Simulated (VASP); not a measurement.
# InP (F-43m) in VASP: single point with PBE

Aim: the single point of InP with PBE.

All numbers are computed with VASP 6.6.1; they aren't measurements. Logs are shortened: lines on timing, memory, paths and dates and some standing lists are left out, and cuts for length are marked.

## (1) The cell of the first run

The structure is cubic, space group F-43m (No. 216). The conventional cell has a = 5.861 Å, b = 5.861 Å, c = 5.861 Å, α = 90.00°, β = 90.00°, γ = 90.00°. Within 3.3 Å of In (site symmetry -43m) lie 4 P at 2.54 Å. Within 3.3 Å of P (site symmetry -43m) lie 4 In at 2.54 Å.

## (2) Single point, PBE

INCAR reads:

```
PREC = Accurate
ENCUT = 520
EDIFF = 1E-6
ISMEAR = 0
SIGMA = 0.01
LREAL = F
LASPH = T
NELM = 60
ALGO = Normal
ISIF = 2
LWAVE = F
LCHARG = F
GGA = PE
NBANDS = 16
```

KPOINTS reads:

```
regular mesh
0
Gamma
  6 6 6
```

POSCAR reads:

```
InP
1.0
    0.0000000000      2.9305000000      2.9305000000
    2.9305000000      0.0000000000      2.9305000000
    2.9305000000      2.9305000000      0.0000000000
In P
1 1
Direct
    0.0000000000      0.0000000000      0.0000000000
    0.2500000000      0.2500000000      0.2500000000
```

Potentials or basis: VASP PAW PBE potentials, release 64 (In_d, P).

Launch:

```sh
cat potpaw_PBE.64/In_d/POTCAR potpaw_PBE.64/P/POTCAR > POTCAR
mpirun -np 1 vasp_std > vasp.out
```

OUTCAR:

```text
PREC = Accurate
   ENCUT = 520
   EDIFF = 1E-6
   ISMEAR = 0
   LREAL = F
   LASPH = T
   NELM = 60
   ISIF = 2
   GGA = PE

 ion  position               nearest neighbor table
   1  0.000  0.000  0.000-   2 2.54   2 2.54   2 2.54   2 2.54
   2  0.250  0.250  0.250-   1 2.54   1 2.54   1 2.54   1 2.54

  LATTYP: Found a face centered cubic cell.
 ALAT       =     5.8610000000

  Lattice vectors:

 A1 = (   0.0000000000,   2.9305000000,   2.9305000000)
 A2 = (   2.9305000000,   0.0000000000,   2.9305000000)
 A3 = (   2.9305000000,   2.9305000000,   0.0000000000)

Analysis of symmetry for initial positions (statically):
=====================================================================
 Subroutine PRICEL returns:
 Original cell was already a primitive cell.

 Routine SETGRP: Setting up the symmetry group for a
 face centered cubic supercell.

 Subroutine GETGRP returns: Found 24 space group operations
 (whereof 24 operations were pure point group operations)
 out of a pool of 48 trial point group operations.

The static configuration has the point symmetry T_d .

Analysis of symmetry for dynamics (positions and initial velocities):
=====================================================================
 Subroutine PRICEL returns:
 Original cell was already a primitive cell.

 Routine SETGRP: Setting up the symmetry group for a
 face centered cubic supercell.

 Subroutine GETGRP returns: Found 24 space group operations
 (whereof 24 operations were pure point group operations)
 out of a pool of 48 trial point group operations.

The dynamic configuration has the point symmetry T_d .

 Subroutine INISYM returns: Found 24 space group operations
 (whereof 24 operations are pure point group operations),
 and found     1 'primitive' translations

----------------------------------------------------------------------------------------

                                     Primitive cell

  volume of cell :      50.3333

  direct lattice vectors                    reciprocal lattice vectors
     0.000000000  2.930500000  2.930500000    -0.170619348  0.170619348  0.170619348
     2.930500000  0.000000000  2.930500000     0.170619348 -0.170619348  0.170619348
     2.930500000  2.930500000  0.000000000     0.170619348  0.170619348 -0.170619348

  length of vectors
     4.144352845  4.144352845  4.144352845     0.295521380  0.295521380  0.295521380

[... 69 lines left out ...]
   ENCUT  =  520.0 eV  38.22 Ry    6.18 a.u.   7.71  7.71  7.71*2*pi/ulx,y,z
   NELM   =     60;   NELMIN=  2; NELMDL= -5     # of ELM steps
   EDIFF  = 0.1E-05   stopping-criterion for ELM
   LREAL  =      F    real-space projection
   EDIFFG = 0.1E-04   stopping-criterion for IOM
   NSW    =      0    number of steps for IOM
   IBRION =     -1    ionic relax: 0-MD 1-quasi-New 2-CG
   NFREE  =      0    steps in history (QN), initial steepest desc. (CG)
   ISIF   =      2    stress and relaxation
   ISYM   =      2    0-nonsym 1-usesym 2-fastsym
   POTIM  = 0.5000    time-step for ionic-motion
   TEBEG  =    0.0;   TEEND  =   0.0 temperature during run
   PSTRESS=    0.0 pullay stress
   NELECT =      18.0000    total number of electrons
   NUPDOWN=      -1.0000    fix difference up-down
   EMIN   =  10.00;   EMAX   =-10.00  energy-range for DOS
   EFERMI =   0.00;   METHOD = LEGACY
   ISMEAR =     0;   SIGMA  =   0.01  broadening in eV -4-tet -1-fermi 0-gaus
   EFERMI_NEDOS =   21; number of points for ismear=-14 and -15
   IALGO  =     38    algorithm
   IMIX   =      4    mixing-type and parameters
     AMIX     =   0.40;   BMIX     =  1.00
     AMIX_MAG =   1.60;   BMIX_MAG =  1.00
  volume/ion in A,a.u.               =      25.17       169.83
  Fermi-wavevector in a.u.,A,eV,Ry     =   1.162021  2.195901 18.371846  1.350293
  Thomas-Fermi vector in A             =   2.298587
   LORBIT       =      0    0 simple, 1 ext, 2 COOP (PROOUT), +10 PAW based schemes
   GGA     = PE    functional components
   LHFCALC =     F    Hartree Fock is set to
   AEXX    =    0.0000 exact exchange contribution
   IVDW    =     0    specifies the selected vdW correction
   LEPSILON=     F    determine dielectric tensor
   LRPA    =     F    only Hartree local field effects (RPA)
 non-spin polarized calculation
 Gauss-broadening in eV      SIGMA  =   0.01
  energy-cutoff  :      520.00
  volume of cell :       50.33
 maximum number of plane-waves:      1380
   NGX = 15   NGY = 15   NGZ = 15

 number of electron      18.0000005 magnetization

 Free energy of the ion-electron system (eV)
  ---------------------------------------------------
  ext. energy  EPLUGINS =         0.00000000
  ---------------------------------------------------
  free energy    TOTEN  =        -8.37009015 eV

  energy without entropy =       -8.37009015  energy(sigma->0) =       -8.37009015

 E-fermi :   5.3142     XC(G=0):  -9.2805

 val. band max:        5.1949517180   @ k =   0.0000   0.0000   0.0000
 cond. band min:       5.9049719997   @ k =   0.0000   0.0000   0.0000
 fundamental gap:      0.7100202817
 Fermi energy:         5.3141903860

 k-point     1 :       0.0000    0.0000    0.0000
  band No.  band energies     occupation
      1      -8.9980      2.00000
      2      -8.9980      2.00000
      3      -8.9980      2.00000
      4      -8.8462      2.00000
      5      -8.8462      2.00000
      6      -6.3231      2.00000
[... 281 lines left out ...]
      3      -8.9015      2.00000
      4      -8.8745      2.00000
      5      -8.8243      2.00000
      6      -3.8847      2.00000
[... 8 lines left out ...]
     15      16.4504      0.00000
     16      17.1577      0.00000

------------------------ aborting loop because EDIFF is reached ----------------------------------------

  FORCE on cell =-STRESS in cart. coord.  units (eV):
  Direction    XX          YY          ZZ          XY          YZ          ZX
  --------------------------------------------------------------------------------------
  -------------------------------------------------------------------------------------
  Total        1.0295386      1.0295386      1.0295386      0.0000000      0.0000000      0.0000000
  in kB       32.7716297     32.7716297     32.7716297      0.0000000      0.0000000      0.0000000
  external PRESSURE =      32.7716297 kB  Pullay stress =       0.0000000 kB

 VOLUME and BASIS-vectors are now :
 -----------------------------------------------------------------------------
  energy-cutoff  :      520.00
  volume of cell :       50.33
      direct lattice vectors                 reciprocal lattice vectors
     0.000000000  2.930500000  2.930500000    -0.170619348  0.170619348  0.170619348
     2.930500000  0.000000000  2.930500000     0.170619348 -0.170619348  0.170619348
     2.930500000  2.930500000  0.000000000     0.170619348  0.170619348 -0.170619348

 POSITION                                       TOTAL-FORCE (eV/Angst)
 -----------------------------------------------------------------------------------
      0.00000      0.00000      0.00000        -0.000000     -0.000000     -0.000000
      1.46525      1.46525      1.46525         0.000000      0.000000      0.000000
 -----------------------------------------------------------------------------------
    total drift:                               -0.000000     -0.000000     -0.000000

  FREE ENERGIE OF THE ION-ELECTRON SYSTEM (eV)
  ---------------------------------------------------
  free  energy   TOTEN  =        -8.3700901462 eV

  energy  without entropy=       -8.3700901462  energy(sigma->0) =       -8.37009015
```

Run time: 28 s. Hardware: 1 thread of AMD EPYC 7R43 (Zen 3), shared host; peak memory 0.14 GiB.

What came out:

| Item | Value |
| --- | --- |
| Free energy | -8.3701 eV |
| Pressure | 3.3 GPa |
| Band gap on the k mesh | 0.71 eV, direct |

Levels at points of the mesh, in eV from the valence-band top:
```csv
k point,band 5,band 6,band 7,band 8,band 9,band 10,band 11,band 12,band 13,band 14
"(0.00, 0.00, 0.00)",-14.04,-11.52,0.00,0.00,0.00,0.71,4.09,4.09,4.09,8.58
"(0.50, 0.00, 0.00)",-14.03,-9.79,-5.73,-0.97,-0.97,1.50,4.81,4.81,7.10,9.48
"(0.50, 0.50, 0.00)",-14.01,-9.14,-5.75,-2.32,-2.32,1.76,2.27,9.21,9.59,9.59
```

Caveat: spin-orbit coupling is left out, which moves the levels of the heavy elements.
